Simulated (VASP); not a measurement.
Set up this calculation in VASP 6.6.1, as the native input.

| Item | Value |
| --- | --- |
| Task | relaxation of the atoms |
| Functional | PBE |
| Potentials or basis | VASP PAW PBE potentials, release 64 (Ti_sv, O) |
| Cutoff | 520 eV |
| k mesh | 7 × 7 × 10 |
| Occupations | fermi-dirac, width 0.02 eV |
| Spin | no spin polarisation |
| Dipole correction | no |
| Further INCAR settings | ALGO = Normal; EDIFF = 1e-06; IBRION = 2; EDIFFG = -0.02; NSW = 80 |

The structure of TiO2 lies in POSCAR:

```
TiO2
1.0
    4.5922000000      0.0000000000      0.0000000000
    0.0000000000      4.5922000000      0.0000000000
    0.0000000000      0.0000000000      2.9574000000
Ti O
2 4
Direct
    0.0000000000      0.0000000000      0.0000000000
    0.5000000000      0.5000000000      0.5000000000
    0.3049600000      0.3049600000      0.0000000000
    0.1950400000      0.8049600000      0.5000000000
    0.6950400000      0.6950400000      0.0000000000
    0.8049600000      0.1950400000      0.5000000000
```

The input as run:

INCAR

```
SYSTEM = TiO2
  PREC = Accurate
  ENCUT = 520
  EDIFF = 1E-6
  ISMEAR = -1
  SIGMA = 0.02
  LREAL = .False.
  LASPH = .True.
  NELM = 60
  ALGO = Normal
  ISIF = 2
  LWAVE = .False.
  LCHARG = .False.
  GGA = PE
  IBRION = 2
  NSW = 80
  EDIFFG = -0.02
```

KPOINTS

```
regular mesh
0
Gamma
  7 7 10
  0 0 0
```

Potentials or basis: VASP PAW PBE potentials, release 64 (Ti_sv, O).

Run with:

```sh
$ cat potpaw_PBE.64/Ti_sv/POTCAR potpaw_PBE.64/O/POTCAR > POTCAR
$ mpirun -np 1 vasp_std > vasp.out
```

Results of the run:

The energy gained by relaxing is 0.3 meV/atom. The ionic steps are 2, the pressure after relaxing is 5.8 GPa and the band gap on the k mesh is 1.83 eV.

Wall time 2.7 min on 1 thread of Intel(R) Xeon(R) Platinum 8259CL CPU @ 2.50GHz (Skylake/Cascade Lake), with other jobs on the host, peak memory 0.23 GiB.
